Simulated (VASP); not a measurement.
## MgS: single point with PBE

The system is MgS.

```xyz
2
Lattice="0.0000 2.6148 2.6148 2.6148 0.0000 2.6148 2.6148 2.6148 0.0000" Properties=species:S:1:pos:R:3 pbc="T T T"
Mg    0.0000    0.0000    0.0000
S     2.6148    2.6148    2.6148
```

```yaml
Program: VASP 6.6.1
Task: single point
Functional: PBE
Potentials_or_basis: VASP PAW PBE potentials, release 64 (Mg, S)
Cutoff: 520 eV
k_mesh: 8 × 8 × 8
Occupations: gaussian, width 0.01 eV
Spin: no spin polarisation
```

- Pressure: -0.3 GPa
- Band gap on the k mesh: 2.74 eV, indirect (least direct gap 3.59 eV)

Levels at points of the mesh, in eV from the valence-band top:
```
           k point  band 2  band 3  band 4  band 5  band 6  band 7
(0.00, 0.00, 0.00)    0.00    0.00    0.00    3.59    7.96    7.96
(0.50, 0.00, 0.00)   -4.75   -0.57   -0.57    4.53    6.89    6.89
(0.50, 0.50, 0.00)   -4.11   -1.65   -1.65    2.74    4.44   11.86
```

It took 28 s on 1 thread of AMD EPYC 7R13 (shared host), peak memory 0.13 GiB.

A k mesh can miss the band edges. Expect the measured gap to be larger: semilocal functionals such as PBE lack the derivative discontinuity.
